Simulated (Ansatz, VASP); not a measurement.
## Two plane-wave programs on TiO2

```
CELL_PARAMETERS angstrom
-1.89960 1.89960 4.84887
1.89960 -1.89960 4.84887
1.89960 1.89960 -4.84887
ATOMIC_POSITIONS crystal
Ti 0.00000 0.00000 0.00000
Ti 0.75000 0.25000 0.50000
O 0.95648 0.45648 0.50000
O 0.20648 0.20648 0.00000
O 0.54352 0.04352 0.50000
O 0.79352 0.79352 0.00000
```

Alike in both runs: functional PBE; k mesh 10 × 10 × 10; occupations gaussian, width 0.02 eV; no spin polarisation.

Ansatz relaxed the structure, and its values are those at the end. VASP's run is a single point on that final structure, the one shown.

|  | VASP | Ansatz |
| --- | --- | --- |
| version | VASP 6.6.1 | Ansatz 0.2.0 |
| potentials or method | VASP PAW PBE potentials, release 64 (Ti_sv, O), cutoff 520 eV | scalar-relativistic, plane waves, PAW |
| valence electrons in the cell | 48 | 48 |

```tsv
	VASP	Ansatz	Ansatz less VASP
gap on the k mesh at the Fermi level (eV)	2.11	2.14	+0.023
least direct gap on the mesh (eV)	2.41	2.43	+0.022
pressure (GPa)	0.7	0.0	-0.66
rms of the force components (eV/Å)	0.009	0.001	-0.0087
```
